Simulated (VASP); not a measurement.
Input of a VASP 6.6.1 run:

Contents of POSCAR:

```
Si
1.0
    0.0000000000      2.7154700000      2.9870170000
    2.7154700000      0.0000000000      2.9870170000
    2.7154700000      2.7154700000      0.0000000000
Si
2
Direct
    0.5000000000      0.5000000000      0.5000000000
    0.7500000000      0.7500000000      0.7500000000
```

File INCAR.step1:

```
ALGO = Normal ; EDIFF = 1E-4
ENCUT = 520 ; GGA = PE
ISMEAR = 0 ; LASPH = T
LCHARG = F ; LREAL = F
LWAVE = T ; NBANDS = 11
NELM = 80 ; PREC = Accurate
SIGMA = 0.05
```

File INCAR.step2:

```
ALGO = Normal ; EDIFF = 1E-6
ENCUT = 520 ; ISIF = 2
ISMEAR = 0 ; ISTART = 1
LASPH = T ; LCHARG = T
LELF = T ; LMIXTAU = T
LREAL = F ; LVHAR = T
LWAVE = F ; METAGGA = R2SCAN
NBANDS = 11 ; NELM = 80
PREC = Accurate ; SIGMA = 0.05
```

The input KPOINTS:

```
k-points
0
Gamma
  10 10 10
```

Potentials or basis: VASP PAW PBE potentials, release 64 (Si).

The run is started by

```console
$ cat potpaw_PBE.64/Si/POTCAR > POTCAR
$ cp INCAR.step1 INCAR
$ mpirun -np 1 vasp_std > vasp.out
$ cp INCAR.step2 INCAR
$ mpirun -np 1 vasp_std > vasp.out
```

Estimate the band gap on the k mesh.

0.39 eV, indirect (least direct gap 1.94 eV).

Estimate the pressure.

-7.4 GPa.

Stress tensor (GPa, compression positive):
```
 -3.65   0.00   0.00
  0.00  -3.65   0.00
  0.00   0.00 -14.82
```

Caveat: the cell differs from its parent crystal (strain +0.1000 x Voigt [0, 0, 1, 0, 0, 0]); the PAW data sets were made with another functional, which shifts forces and pressure a little. A k mesh can miss the band edges.
